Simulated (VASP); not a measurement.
Input of a VASP 6.6.1 run:

File POSCAR:

```
TiSi
1.0
    6.5016463476      0.0000000000      0.0000000000
    0.0000000000      3.6354765989      0.0000000000
    0.0000000000      0.0000000000      5.1378338921
Ti Si
4 4
Direct
    0.6759929500      0.2500000000      0.3713850054
    0.3240070500      0.7500000000      0.6286149946
    0.8240070500      0.7500000000      0.8713850054
    0.1759929500      0.2500000000      0.1286149946
    0.5438874468      0.2500000000      0.8553463000
    0.4561125532      0.7500000000      0.1446537000
    0.9561125532      0.7500000000      0.3553463000
    0.0438874468      0.2500000000      0.6446537000
```

INCAR.step1

```
PREC = Accurate
ENCUT = 520
ISMEAR = 0
SIGMA = 0.15
LREAL = F
LASPH = T
NELM = 100
NBANDS = 42
GGA = PE
ALGO = Normal
EDIFF = 1E-4
LWAVE = T
LCHARG = F
```

The input INCAR.step2:

```
PREC = Accurate
ENCUT = 520
EDIFF = 1E-6
ISMEAR = 0
SIGMA = 0.15
LREAL = F
LASPH = T
NELM = 100
ALGO = Normal
ISIF = 2
LWAVE = F
LCHARG = T
METAGGA = R2SCAN
LMIXTAU = T
LELF = T
LVHAR = T
NBANDS = 42
ISTART = 1
```

KPOINTS

```
Automatic mesh
0
Gamma
  6 12 8
```

Potentials or basis: VASP PAW PBE potentials, release 64 (Ti_sv, Si).

Launch:

```console
$ cat potpaw_PBE.64/Ti_sv/POTCAR potpaw_PBE.64/Si/POTCAR > POTCAR
$ cp INCAR.step1 INCAR
$ mpirun -np 1 vasp_std > vasp.out
$ cp INCAR.step2 INCAR
$ mpirun -np 1 vasp_std > vasp.out
```

Q: Estimate the pressure.

A: -4.0 GPa.

Q: Estimate the band gap on the k mesh.

A: Zero (bands 32 and 33 overlap by 0.29 eV).

Stress tensor (GPa, compression positive):
```
-1.19  0.00  0.00
 0.00 -1.76  0.00
 0.00  0.00 -9.05
```

Caveat: the cell differs from its parent crystal (strain +0.000 along x and y, +0.030 along z); the cell stands under tension; the PAW data sets were made with another functional, which shifts forces and pressure a little.
